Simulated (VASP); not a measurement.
Here is a VASP 6.6.1 calculation.

File INCAR:

```
PREC     = Accurate       # precision mode
ENCUT    = 520            # plane-wave cutoff, eV
EDIFF    = 1E-6           # SCF threshold, eV
ISMEAR   = 1              # smearing method
SIGMA    = 0.1            # smearing width, eV
LREAL    = F              # projectors in reciprocal space
LASPH    = T              # aspherical terms in the spheres
NELM     = 80             # most SCF steps
ALGO     = Normal         # electronic algorithm
ISIF     = 2              # what is computed and relaxed
LWAVE    = F              # write WAVECAR
LCHARG   = F              # write CHGCAR
GGA      = PE             # functional
NBANDS   = 34             # bands
```

Contents of KPOINTS:

```
Automatic mesh
0
Gamma
  5 5 5
```

File POSCAR:

```
Tl3Ru
1.0
    4.5738467822      0.0000000000      0.0000000000
    0.0000000000      4.5738467822      0.0000000000
    0.0000000000      0.0000000000      4.5738467822
Ru Tl
1 3
Direct
    0.0000000000      0.0000000000      0.0000000000
    0.0000000000      0.5000000000      0.5000000000
    0.5000000000      0.0000000000      0.5000000000
    0.5000000000      0.5000000000      0.0000000000
```

Potentials or basis: VASP PAW PBE potentials, release 64 (Ru_pv, Tl_d).

The run is started by

```sh
$ cat potpaw_PBE.64/Ru_pv/POTCAR potpaw_PBE.64/Tl_d/POTCAR > POTCAR
$ mpirun -np 1 vasp_std > vasp.out
```

What does it give for the pressure?

-1.0 GPa.
